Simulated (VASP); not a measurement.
Wanted: the native input for a VASP 6.6.1 run.

```
Task                   : single point
Functional             : LDA
Potentials or basis    : VASP PAW LDA potentials, release 64 (Ta_pv, N)
Cutoff                 : 520 eV
k mesh                 : 12 × 12 × 10
Occupations            : fermi-dirac, width 0.5 eV
Spin                   : no spin polarisation
Dipole correction      : no
Further INCAR settings : ALGO = Normal; EDIFF = 1e-06; NBANDS = 15
```

The structure of TaN lies in POSCAR:

```
TaN
1.0
    2.9380000000      0.0000000000      0.0000000000
   -1.4690000000      2.5443826363      0.0000000000
    0.0000000000      0.0000000000      2.8830000000
Ta N
1 1
Direct
    0.3333333333      0.6666666667      0.5000000000
    0.0000000000      0.0000000000      0.0000000000
```

The input as run:

INCAR

```
  PREC = Accurate
  ENCUT = 520
  EDIFF = 1E-6
  ISMEAR = -1
  SIGMA = 0.5
  LREAL = F
  LASPH = T
  NELM = 60
  ALGO = Normal
  ISIF = 2
  LWAVE = F
  LCHARG = F
  NBANDS = 15
```

KPOINTS

```
Automatic mesh
0
Gamma
  12 12 10
```

Potentials or basis: VASP PAW LDA potentials, release 64 (Ta_pv, N).

Command:

```console
$ cat potpaw_LDA.64/Ta_pv/POTCAR potpaw_LDA.64/N/POTCAR > POTCAR
$ mpirun -np 1 vasp_std > vasp.out
```

Results of the run:

```json
{"Pressure": "-8.4 GPa", "Band gap on the k mesh": "zero (band 8 reaches 8.50 eV, above the bottom of band 9 at 8.00 eV)"}
```

Caveat: spin-orbit coupling is left out, which moves the levels of the heavy elements.

Wall time 16 s on 1 thread of Intel(R) Xeon(R) Platinum 8488C (Sapphire Rapids), with other jobs on the host, peak memory 0.15 GiB.
